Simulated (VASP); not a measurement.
## Sn: single point with PBE

Crystal: Sn.

```
Sn
1.0
     0.00000    3.23334    3.23334
     3.23334    0.00000    3.23334
     3.23334    3.23334    0.00000
Sn
2
Cartesian
  0.0000 0.0000 0.0000
  1.6167 1.6167 1.6167
```

This isn't the form of Sn at room conditions, which is tetragonal (white tin).

- Program: VASP 6.6.1
- Task: single point
- Functional: PBE
- Potentials or basis: VASP PAW PBE potentials, release 64 (Sn_d)
- Cutoff: 500 eV
- k mesh: 6 × 6 × 6
- Occupations: fermi-dirac, width 0.01 eV
- Spin: no spin polarisation

```
Pressure               : 3.8 GPa
Band gap on the k mesh : zero (bands 14 and 15 overlap by 0.07 eV)
```

Levels at points of the mesh, in eV from the Fermi level:
```tsv
k point	band 10	band 11	band 12	band 13	band 14	band 15	band 16	band 17	band 18	band 19
(0.00, 0.00, 0.00)	-21.33	-10.69	-0.58	0.07	0.07	0.07	2.15	2.15	2.15	5.02
(0.50, 0.00, 0.00)	-21.28	-9.05	-6.35	-1.15	-1.15	0.00	3.22	3.22	5.63	8.55
(0.50, 0.50, 0.00)	-21.26	-7.56	-7.56	-2.51	-2.51	0.80	0.80	7.78	7.78	9.38
```

It took 11 s on 1 thread of Intel(R) Xeon(R) 6975P-C (Granite Rapids), on a shared host, peak memory 0.2 GiB.

Caveat: the cell stands under pressure; spin-orbit coupling is left out, which moves the levels of the heavy elements.
